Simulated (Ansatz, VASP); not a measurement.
# One calculation of Sn3Se, two programs

File INCAR:

```
SYSTEM = Sn3Se
ALGO = Normal
EDIFF = 1E-7
ENCUT = 520
GGA = PE
ISIF = 2
ISMEAR = -1
LASPH = .TRUE.
LCHARG = .FALSE.
LREAL = .FALSE.
LWAVE = .FALSE.
NBANDS = 32
NELM = 100
PREC = Accurate
SIGMA = 0.05
```

File KPOINTS:

```
k-points
0
G
  6 6 6
  0 0 0
```

File POSCAR:

```
Sn3Se
1.0
    0.0000000000      3.6826840043      3.6826840043
    3.6826840043      0.0000000000      3.6826840043
    3.6826840043      3.6826840043      0.0000000000
Sn Se
3 1
Direct
    0.5000000000      0.5000000000      0.5000000000
    0.7500000000      0.7500000000      0.7500000000
    0.2500000000      0.2500000000      0.2500000000
    0.0000000000      0.0000000000      0.0000000000
```

File input.yaml:

```yaml
crystal:
  lattice:
    - [0.0, 3.6826840043, 3.6826840043]
    - [3.6826840043, 0.0, 3.6826840043]
    - [3.6826840043, 3.6826840043, 0.0]
  atoms:
    - { symbol: Sn, position: [0.5, 0.5, 0.5] }
    - { symbol: Sn, position: [0.75, 0.75, 0.75] }
    - { symbol: Sn, position: [0.25, 0.25, 0.25] }
    - { symbol: Se, position: [0.0, 0.0, 0.0] }
hamiltonian:
  xc: pbe
  pseudopotentials: { kind: paw }
kpoints:
  mp_grid: { grid: [6, 6, 6] }
scf:
  occupations: { method: fermi_dirac, width: 0.05 }
output:
  forces: true
  stress: true
  eigenvalues: true
```

Alike in both runs: task single point; functional PBE; k mesh 6 × 6 × 6; occupations fermi-dirac, width 0.05 eV; no spin polarisation.

|  | VASP | Ansatz |
| --- | --- | --- |
| version | VASP 6.6.1 | Ansatz 0.2.0 |
| potentials or method | VASP PAW PBE potentials, release 64 (Sn_d, Se) | Ansatz PAW |
| plane-wave cutoff (eV) | 520 | 420 |
| valence electrons in the cell | 48 | 58 |

|  | VASP | Ansatz | Ansatz less VASP |
| --- | --- | --- | --- |
| gap on the k mesh at the Fermi level (eV) | none | none | - |
| pressure (GPa) | 1.9 | 2.0 | +0.03 |

A gap of «none» marks a metal or a gap that the smearing closes. The functional is the same, so the differences come from potentials, cutoffs and numerics. VASP's potentials hold 48 valence electrons a cell and Ansatz's 58, so a difference there can come from the potentials and not from the codes.
